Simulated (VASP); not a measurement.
# Sn3Br (P4/mmm) in VASP: notebook

Sn3Br is run at these levels: PBE; tasks: single point, relaxation of cell and atoms.

Program: VASP 6.6.1. These are calculated values, not measurements. Logs are shortened: lines on timing, memory, paths and dates and some standing lists are left out, and cuts for length are marked.

### 1 The cell of the first run

The structure is tetragonal, space group P4/mmm (No. 123). The conventional cell has a = 5.667 Å, b = 5.667 Å, c = 3.539 Å, α = 90.00°, β = 90.00°, γ = 90.00°. Sn (site symmetry mmm) has 10 Sn at 3.34 to 4.01 Å and 4 Br at 3.34 Å within 4.4 Å. Within 4.4 Å of Sn (site symmetry 4/mmm) lie 10 Sn at 3.34 to 3.54 Å and 4 Br at 4.01 Å. Within 4.4 Å of Br (site symmetry 4/mmm) lie 12 Sn at 3.34 to 4.01 Å and 2 Br at 3.54 Å.

### 2 Single point, PBE

INCAR

```
PREC = Accurate
ENCUT = 520
EDIFF = 1E-6
ISMEAR = 0
SIGMA = 0.1
LREAL = F
LASPH = T
NELM = 80
ALGO = Normal
ISIF = 2
LWAVE = F
LCHARG = F
GGA = PE
NBANDS = 32
```

KPOINTS

```
Automatic mesh
0
Gamma
  4 4 4
```

POSCAR

```
Sn3Br
1.0
    5.6670370215      0.0000000000      0.0000000000
    0.0000000000      5.6670370215      0.0000000000
    0.0000000000      0.0000000000      3.5385236078
Sn Br
3 1
Direct
    0.0000000000      0.5000000000      0.5000000000
    0.5000000000      0.0000000000      0.5000000000
    0.5000000000      0.5000000000      0.0000000000
    0.0000000000      0.0000000000      0.0000000000
```

Potentials or basis: VASP PAW PBE potentials, release 64 (Sn_d, Br).

On the command line:

```
> cat potpaw_PBE.64/Sn_d/POTCAR potpaw_PBE.64/Br/POTCAR > POTCAR
> mpirun -np 1 vasp_std > vasp.out
```

OUTCAR:

```text
PREC = Accurate
   ENCUT = 520
   EDIFF = 1E-6
   ISMEAR = 0
   LREAL = F
   LASPH = T
   NELM = 80
   ISIF = 2
   GGA = PE

 ion  position               nearest neighbor table
   1  0.000  0.500  0.500-   3 3.34   3 3.34   3 3.34   3 3.34
   2  0.500  0.000  0.500-   3 3.34   3 3.34   3 3.34   3 3.34
   3  0.500  0.500  0.000-   1 3.34   2 3.34   1 3.34   2 3.34   2 3.34   2 3.34   1 3.34   1 3.34

   4  0.000  0.000  0.000-

  LATTYP: Found a simple tetragonal cell.
 ALAT       =     5.6670370215
 C/A-ratio  =     0.6244045335

  Lattice vectors:

 A1 = (   5.6670370215,   0.0000000000,   0.0000000000)
 A2 = (   0.0000000000,   5.6670370215,   0.0000000000)
 A3 = (   0.0000000000,   0.0000000000,   3.5385236078)

Analysis of symmetry for initial positions (statically):
=====================================================================
 Subroutine PRICEL returns:
 Original cell was already a primitive cell.

 Routine SETGRP: Setting up the symmetry group for a
 simple tetragonal supercell.

 Subroutine GETGRP returns: Found 16 space group operations
 (whereof 16 operations were pure point group operations)
 out of a pool of 16 trial point group operations.

The static configuration has the point symmetry D_4h.

Analysis of symmetry for dynamics (positions and initial velocities):
=====================================================================
 Subroutine PRICEL returns:
 Original cell was already a primitive cell.

 Routine SETGRP: Setting up the symmetry group for a
 simple tetragonal supercell.

 Subroutine GETGRP returns: Found 16 space group operations
 (whereof 16 operations were pure point group operations)
 out of a pool of 16 trial point group operations.

The dynamic configuration has the point symmetry D_4h.

 Subroutine INISYM returns: Found 16 space group operations
 (whereof 16 operations are pure point group operations),
 and found     1 'primitive' translations

----------------------------------------------------------------------------------------

                                     Primitive cell

  volume of cell :     113.6408

  direct lattice vectors                    reciprocal lattice vectors
     5.667037021  0.000000000  0.000000000     0.176459055  0.000000000  0.000000000
     0.000000000  5.667037021  0.000000000     0.000000000  0.176459055  0.000000000
     0.000000000  0.000000000  3.538523608     0.000000000  0.000000000  0.282603738

  length of vectors
     5.667037021  5.667037021  3.538523608     0.176459055  0.176459055  0.282603738

  position of ions in fractional coordinates (direct lattice)
     0.000000000  0.500000000  0.500000000
     0.500000000  0.000000000  0.500000000
     0.500000000  0.500000000  0.000000000
     0.000000000  0.000000000  0.000000000

  ion indices of the primitive-cell ions
   primitive index   ion index
                 1           1
                 2           2
                 3           3
                 4           4

----------------------------------------------------------------------------------------

 KPOINTS: Automatic mesh

Automatic generation of k-mesh.
 Grid dimensions read from file:
 generate k-points for:    4    4    4

 Generating k-lattice:

  Cartesian coordinates                     Fractional coordinates (reciprocal lattice)
     0.044114764  0.000000000  0.000000000     0.250000000  0.000000000  0.000000000
     0.000000000  0.044114764  0.000000000     0.000000000  0.250000000  0.000000000
     0.000000000  0.000000000  0.070650935     0.000000000  0.000000000  0.250000000

  Length of vectors
     0.044114764  0.044114764  0.070650935

  Shift w.r.t. Gamma in fractional coordinates (k-lattice)
     0.000000000  0.000000000  0.000000000

 Subroutine IBZKPT returns following result:
 ===========================================

 Found     18 irreducible k-points:

 Following reciprocal coordinates:
            Coordinates               Weight
  0.000000  0.000000  0.000000      1.000000
  0.250000  0.000000  0.000000      4.000000
  0.500000  0.000000  0.000000      2.000000
  0.250000  0.250000  0.000000      4.000000
  0.500000  0.250000  0.000000      4.000000
  0.500000  0.500000  0.000000      1.000000
[... 10 lines left out ...]
  0.500000  0.250000  0.500000      4.000000
  0.500000  0.500000  0.500000      1.000000
   k-points           NKPTS =     18   k-points in BZ     NKDIM =     18   number of bands    NBANDS=     32
   number of dos      NEDOS =    301   number of ions     NIONS =      4
   total plane-waves  NPLWV =  49392
   dimension x,y,z NGX =    42 NGY =   42 NGZ =   28
   dimension x,y,z NGXF=    84 NGYF=   84 NGZF=   56
   ions per type =               3   1
   NGX,Y,Z   is equivalent  to a cutoff of  12.32, 12.32, 13.15 a.u.
   NGXF,Y,Z  is equivalent  to a cutoff of  24.64, 24.64, 26.31 a.u.
 SYSTEM =  unknown system
   PREC   = accura    normal or accurate (medium, high low for compatibility)
   ISTART =      0    job   : 0-new  1-cont  2-samecut
   ICHARG =      2    charge: 1-file 2-atom 10-const
   ISPIN  =      1    spin polarized calculation?
   LNONCOLLINEAR =      F non collinear calculations
   LSORBIT =      F    spin-orbit coupling
   LASPH  =      T    aspherical Exc in radial PAW
   ENCUT  =  520.0 eV  38.22 Ry    6.18 a.u.  10.54 10.54  6.58*2*pi/ulx,y,z
   NELM   =     80;   NELMIN=  2; NELMDL= -5     # of ELM steps
   EDIFF  = 0.1E-05   stopping-criterion for ELM
   LREAL  =      F    real-space projection
   EDIFFG = 0.1E-04   stopping-criterion for IOM
   NSW    =      0    number of steps for IOM
   IBRION =     -1    ionic relax: 0-MD 1-quasi-New 2-CG
   NFREE  =      0    steps in history (QN), initial steepest desc. (CG)
   ISIF   =      2    stress and relaxation
   ISYM   =      2    0-nonsym 1-usesym 2-fastsym
   POTIM  = 0.5000    time-step for ionic-motion
   TEBEG  =    0.0;   TEEND  =   0.0 temperature during run
   PSTRESS=    0.0 pullay stress
   NELECT =      49.0000    total number of electrons
   NUPDOWN=      -1.0000    fix difference up-down
   EMIN   =  10.00;   EMAX   =-10.00  energy-range for DOS
   EFERMI =   0.00;   METHOD = LEGACY
   ISMEAR =     0;   SIGMA  =   0.10  broadening in eV -4-tet -1-fermi 0-gaus
   EFERMI_NEDOS =   21; number of points for ismear=-14 and -15
   IALGO  =     38    algorithm
   IMIX   =      4    mixing-type and parameters
     AMIX     =   0.40;   BMIX     =  1.00
     AMIX_MAG =   1.60;   BMIX_MAG =  1.00
  volume/ion in A,a.u.               =      28.41       191.72
  Fermi-wavevector in a.u.,A,eV,Ry     =   1.236789  2.337191 20.812096  1.529646
  Thomas-Fermi vector in A             =   2.371383
   LORBIT       =      0    0 simple, 1 ext, 2 COOP (PROOUT), +10 PAW based schemes
   GGA     = PE    functional components
   LHFCALC =     F    Hartree Fock is set to
   AEXX    =    0.0000 exact exchange contribution
   IVDW    =     0    specifies the selected vdW correction
   LEPSILON=     F    determine dielectric tensor
   LRPA    =     F    only Hartree local field effects (RPA)
 non-spin polarized calculation
 Gauss-broadening in eV      SIGMA  =   0.10
  energy-cutoff  :      520.00
  volume of cell :      113.64
 maximum number of plane-waves:      3093
   NGX = 21   NGY = 21   NGZ = 13

 number of electron      49.0000023 magnetization

 Free energy of the ion-electron system (eV)
  ---------------------------------------------------
  ext. energy  EPLUGINS =         0.00000000
  ---------------------------------------------------
  free energy    TOTEN  =       -13.44411040 eV

  energy without entropy =      -13.43419011  energy(sigma->0) =      -13.43915026

 E-fermi :   6.5184     XC(G=0):  -9.8465

 val. band max:        6.4628218443   @ k =   0.5000   0.5000   0.2500
 cond. band min:       6.5912968371   @ k =   0.0000   0.0000   0.5000
 fundamental gap:      0.1284749928
 Fermi energy:         6.5184215268

 k-point     1 :       0.0000    0.0000    0.0000
  band No.  band energies     occupation
      1     -15.3204      2.00000
      2     -15.3105      2.00000
      3     -15.2631      2.00000
      4     -15.2517      2.00000
      5     -15.2517      2.00000
      6     -15.2190      2.00000
[... 24 lines left out ...]
     31      13.4906      0.00000
     32      13.4918      0.00000

 k-point     2 :       0.2500    0.0000    0.0000
  band No.  band energies     occupation
      1     -15.3176      2.00000
      2     -15.3104      2.00000
      3     -15.2562      2.00000
      4     -15.2517      2.00000
      5     -15.2515      2.00000
      6     -15.2249      2.00000
[... 24 lines left out ...]
     31      11.8555      0.00000
     32      13.0724      0.00000

 k-point     3 :       0.5000    0.0000    0.0000
  band No.  band energies     occupation
      1     -15.3140      2.00000
      2     -15.3112      2.00000
      3     -15.2517      2.00000
      4     -15.2513      2.00000
      5     -15.2414      2.00000
      6     -15.2388      2.00000
[... 24 lines left out ...]
     31      12.9876      0.00000
     32      13.1390      0.00000

 k-point     4 :       0.2500    0.2500    0.0000
  band No.  band energies     occupation
      1     -15.3153      2.00000
      2     -15.3103      2.00000
      3     -15.2534      2.00000
      4     -15.2512      2.00000
      5     -15.2497      2.00000
      6     -15.2291      2.00000
[... 24 lines left out ...]
     31      11.6560      0.00000
     32      12.3528      0.00000

 k-point     5 :       0.5000    0.2500    0.0000
  band No.  band energies     occupation
      1     -15.3122      2.00000
      2     -15.3108      2.00000
      3     -15.2541      2.00000
      4     -15.2489      2.00000
      5     -15.2403      2.00000
      6     -15.2391      2.00000
[... 374 lines left out ...]
     31      10.3018      0.00000
     32      13.8296      0.00000

 k-point    16 :       0.2500    0.2500    0.5000
  band No.  band energies     occupation
      1     -15.2871      2.00000
      2     -15.2817      2.00000
      3     -15.2779      2.00000
      4     -15.2738      2.00000
      5     -15.2465      2.00000
      6     -15.2277      2.00000
[... 24 lines left out ...]
     31       9.5984      0.00000
     32      12.9298      0.00000

 k-point    17 :       0.5000    0.2500    0.5000
  band No.  band energies     occupation
      1     -15.2899      2.00000
      2     -15.2815      2.00000
      3     -15.2774      2.00000
      4     -15.2768      2.00000
      5     -15.2384      2.00000
      6     -15.2377      2.00000
[... 24 lines left out ...]
     31      10.5261      0.00000
     32      12.3262      0.00000

 k-point    18 :       0.5000    0.5000    0.5000
  band No.  band energies     occupation
      1     -15.2934      2.00000
      2     -15.2811      2.00000
      3     -15.2811      2.00000
      4     -15.2750      2.00000
      5     -15.2395      2.00000
      6     -15.2395      2.00000
[... 24 lines left out ...]
     31      11.2668      0.00000
     32      11.3674      0.00000

------------------------ aborting loop because EDIFF is reached ----------------------------------------

  FORCE on cell =-STRESS in cart. coord.  units (eV):
  Direction    XX          YY          ZZ          XY          YZ          ZX
  --------------------------------------------------------------------------------------
  -------------------------------------------------------------------------------------
  Total        0.0765715      0.0765715      0.0975669      0.0000000     -0.0000000      0.0000000
  in kB        1.0795519      1.0795519      1.3755578      0.0000000     -0.0000000      0.0000000
  external PRESSURE =       1.1782206 kB  Pullay stress =       0.0000000 kB

 VOLUME and BASIS-vectors are now :
 -----------------------------------------------------------------------------
  energy-cutoff  :      520.00
  volume of cell :      113.64
      direct lattice vectors                 reciprocal lattice vectors
     5.667037021  0.000000000  0.000000000     0.176459055  0.000000000  0.000000000
     0.000000000  5.667037021  0.000000000     0.000000000  0.176459055  0.000000000
     0.000000000  0.000000000  3.538523608     0.000000000  0.000000000  0.282603738

 POSITION                                       TOTAL-FORCE (eV/Angst)
 -----------------------------------------------------------------------------------
      0.00000      2.83352      1.76926         0.000000      0.000000      0.000000
      2.83352      0.00000      1.76926         0.000000      0.000000      0.000000
      2.83352      2.83352      0.00000         0.000000      0.000000      0.000000
      0.00000      0.00000      0.00000         0.000000      0.000000      0.000000
 -----------------------------------------------------------------------------------
    total drift:                                0.000000     -0.000000      0.000000

  FREE ENERGIE OF THE ION-ELECTRON SYSTEM (eV)
  ---------------------------------------------------
  free  energy   TOTEN  =       -13.4441104049 eV

  energy  without entropy=      -13.4341901067  energy(sigma->0) =      -13.43915026
```

It took 47 s on 1 thread of AMD EPYC 7R43 (Zen 3), shared host; peak memory 0.19 GiB.

What came out:

```yaml
Free_energy: -13.4441 eV
Pressure: 0.1 GPa
```

Caveat: the k points lie up to 0.44 Å⁻¹ apart; spin-orbit coupling is left out, which moves the levels of the heavy elements; an odd number of electrons without spin polarisation forces a metal; a magnetic or distorted state may lie lower.

(Continued in part 2 of 2.)
